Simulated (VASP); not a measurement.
Ni: single point with LDA

Crystal: Ni.

```
Ni
1.0
    -1.32899    1.32899    1.32899
     1.32899   -1.32899    1.32899
     1.32899    1.32899   -1.32899
Ni
1
Direct
  0.00000 0.00000 0.00000
```

This isn't the form of Ni at room conditions, which is fcc.

```
Program             : VASP 6.6.1
Task                : single point
Functional          : LDA
Potentials or basis : VASP PAW LDA potentials, release 64 (Ni)
Cutoff              : 600 eV
k mesh              : 14 × 14 × 14
Occupations         : methfessel-paxton, width 0.2 eV
Spin                : collinear spin, ferromagnetic start
Starting moments    : [1.5] μB
```

* Pressure: 19.7 GPa
* Net moment: 0.13 μB per cell
* Site moments: Ni +0.13 μB
* Valence electrons inside the program's atomic spheres: Ni 9.62

Levels at points of the mesh, in eV from the Fermi level:
Spin up:
```csv
k point,band 2,band 3,band 4,band 5,band 6,band 7,band 8,band 9
"(0.00, 0.00, 0.00)",-2.41,-2.41,-2.41,-0.71,-0.71,28.08,28.08,28.08
"(0.50, 0.00, 0.00)",-3.58,-0.77,-0.50,0.18,0.45,7.91,20.52,22.31
"(0.50, 0.50, 0.50)",-4.92,0.17,0.17,0.17,10.78,10.78,10.78,17.45
```
Spin down:
| k point | band 2 | band 3 | band 4 | band 5 | band 6 | band 7 | band 8 | band 9 |
| --- | --- | --- | --- | --- | --- | --- | --- | --- |
| (0.00, 0.00, 0.00) | -2.27 | -2.27 | -2.27 | -0.60 | -0.60 | 28.08 | 28.08 | 28.08 |
| (0.50, 0.00, 0.00) | -3.46 | -0.65 | -0.39 | 0.20 | 0.61 | 7.99 | 20.53 | 22.35 |
| (0.50, 0.50, 0.50) | -4.84 | 0.32 | 0.32 | 0.32 | 10.81 | 10.81 | 10.81 | 17.50 |

Wall time 21 s on 1 thread of Intel(R) Xeon(R) 6975P-C (Granite Rapids), with other jobs on the host, peak memory 0.13 GiB.

Caveat: the cell stands under pressure.
